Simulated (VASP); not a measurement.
Set up this calculation in VASP 6.6.1, as the native input.

```yaml
Task: single point
Functional: LDA
Potentials_or_basis: VASP PAW LDA potentials, release 64 (Mo_sv, S)
Cutoff: 520 eV
k_mesh: 12 × 12 × 2
Occupations: gaussian, width 0.01 eV
Spin: no spin polarisation
Dipole_correction: no
Further_INCAR_settings: ALGO = Normal; EDIFF = 1e-06; NBANDS = 35
```

The structure of MoS2 lies in POSCAR:

```
MoS2
1.0
    3.1730194941      0.0000000000      0.0000000000
   -1.5865097470      2.7479154886      0.0000000000
    0.0000000000      0.0000000000     12.4359056939
Mo S
2 4
Direct
    0.3333333333      0.6666666667      0.2500000000
    0.6666666667      0.3333333333      0.7500000000
    0.3333333333      0.6666666667      0.6249005388
    0.6666666667      0.3333333333      0.1249005388
    0.3333333333      0.6666666667      0.8750994612
    0.6666666667      0.3333333333      0.3750994612
```

The input as run:

INCAR

```
SYSTEM = MoS2
  ALGO = Normal
  EDIFF = 1E-6
  ENCUT = 520
  ISIF = 2
  ISMEAR = 0
  LASPH = .TRUE.
  LCHARG = .FALSE.
  LREAL = .FALSE.
  LWAVE = .FALSE.
  NBANDS = 35
  NELM = 60
  PREC = Accurate
  SIGMA = 0.01
```

KPOINTS

```
k-points
0
G
  12 12 2
  0 0 0
```

Potentials or basis: VASP PAW LDA potentials, release 64 (Mo_sv, S).

Command:

```console
$ cat potpaw_LDA.64/Mo_sv/POTCAR potpaw_LDA.64/S/POTCAR > POTCAR
$ mpirun -np 1 vasp_std > vasp.out
```

Results of the run:

```
Pressure               : -5.1 GPa
Largest force          : 0.306 eV/Å
Band gap on the k mesh : 0.87 eV, indirect (least direct gap 1.64 eV)
```

Wall time 98 s on 1 thread of Intel(R) Xeon(R) Platinum 8375C CPU @ 2.90GHz (Ice Lake), on a shared host, peak memory 0.25 GiB.
